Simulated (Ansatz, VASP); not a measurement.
Mg3CdS4: VASP beside Ansatz

```
CELL_PARAMETERS angstrom
5.31349 0.00000 0.00000
0.00000 5.31349 0.00000
0.00000 0.00000 5.31349
ATOMIC_POSITIONS crystal
Mg 0.50000 0.00000 0.50000
Mg 0.50000 0.50000 0.00000
Mg 0.00000 0.50000 0.50000
Cd 0.00000 0.00000 0.00000
S 0.00000 0.50000 0.00000
S 0.50000 0.50000 0.50000
S 0.00000 0.00000 0.50000
S 0.50000 0.00000 0.00000
```

Alike in both runs: functional PBE; k mesh 8 × 8 × 8; occupations gaussian, width 0.02 eV; no spin polarisation.

Ansatz relaxed the structure, and its values are those at the end. VASP's run is a single point on that final structure, the one shown.

```csv
,VASP,Ansatz
version,VASP 6.6.1,Ansatz 0.2.0
potentials or method,"VASP PAW PBE potentials, release 64 (Mg, Cd, S), cutoff 520 eV","scalar-relativistic, plane waves, PAW"
valence electrons in the cell,42,74
```

```csv
,VASP,Ansatz,Ansatz less VASP
gap on the k mesh at the Fermi level (eV),0.51,0.52,+0.007
least direct gap on the mesh (eV),1.21,1.22,+0.016
pressure (GPa),-0.1,0.0,+0.07
```

VASP's potentials hold 42 valence electrons a cell and Ansatz's 74, so a difference there can come from the potentials and not from the codes.
